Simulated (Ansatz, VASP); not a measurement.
Cs: VASP beside Ansatz

```xyz
1
Lattice="-2.8771 2.8771 2.8771 2.8771 -2.8771 2.8771 2.8771 2.8771 -2.8771" Properties=species:S:1:pos:R:3 pbc="T T T"
Cs   -0.0050   -0.0175    0.0252
```

Alike in both runs: task single point; functional LDA; k mesh 4 × 4 × 4; occupations gaussian, width 0.05 eV; no spin polarisation.

```csv
,VASP,Ansatz
version,VASP 6.6.1,Ansatz 0.2.0
potentials or method,"VASP PAW LDA potentials, release 64 (Cs_sv)","plane waves, PAW"
plane-wave cutoff (eV),500,420
valence electrons in the cell,9,9
```

|  | VASP | Ansatz | Ansatz less VASP |
| --- | --- | --- | --- |
| pressure (GPa) | -0.1 | -0.1 | +0.01 |

LDA's correlation is that of Perdew and Zunger in VASP and of Perdew and Wang (1992) in Ansatz.

The k mesh is coarse, so the values compare programs but aren't converged. Neither program's run includes spin-orbit coupling.
